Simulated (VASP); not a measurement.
Wanted: the native input for a VASP 6.6.1 run.

| Quantity | Value |
| --- | --- |
| Task | single point |
| Functional | PBEsol |
| Potentials or basis | VASP PAW PBE potentials, release 64 (Se) |
| Cutoff | 520 eV |
| k mesh | 7 × 7 × 6 |
| Occupations | fermi-dirac, width 0.05 eV |
| Spin | no spin polarisation |
| Dipole correction | no |
| Further INCAR settings | ALGO = Normal; EDIFF = 1e-06; NBANDS = 16 |

The structure of Se lies in POSCAR:

```
Se
1.0
    4.4518335053      0.0000000000      0.0000000000
   -2.2259167526      3.8554009090      0.0000000000
    0.0000000000      0.0000000000      5.0507540772
Se
3
Direct
    0.7746000000      0.7746000000      0.0000000000
    0.0000000000      0.2254000000      0.6666666667
    0.2254000000      0.0000000000      0.3333333333
```

This cell differs from its parent crystal: volume scaled by 1.06.

One way to write it, as run:

INCAR

```
ALGO     = Normal         # electronic algorithm
EDIFF    = 1E-6           # SCF threshold, eV
ENCUT    = 520            # plane-wave cutoff, eV
GGA      = PS             # functional
ISIF     = 2              # what is computed and relaxed
ISMEAR   = -1             # smearing method
LASPH    = True           # aspherical terms in the spheres
LCHARG   = True           # write CHGCAR
LELF     = True           # ELF
LREAL    = False          # projectors in reciprocal space
LVHAR    = True         
LWAVE    = False          # write WAVECAR
NBANDS   = 16             # bands
NELM     = 100            # most SCF steps
PREC     = Accurate       # precision mode
SIGMA    = 0.05           # smearing width, eV
```

KPOINTS

```
k-points
0
Gamma
  7 7 6
```

Potentials or basis: VASP PAW PBE potentials, release 64 (Se).

The run is started by

```console
$ cat potpaw_PBE.64/Se/POTCAR > POTCAR
$ mpirun -np 1 vasp_std > vasp.out
```

Results of the run:

The pressure is -2.6 GPa. The largest force is 0.241 eV/Å and the band gap on the k mesh is 1.11 eV, indirect (least direct gap 1.36 eV).

Caveat: the PAW data sets were made with another functional, which shifts forces and pressure a little.

It took 55 s on 1 thread of Intel(R) Xeon(R) Platinum 8488C (Sapphire Rapids), on a shared host, peak memory 0.22 GiB.
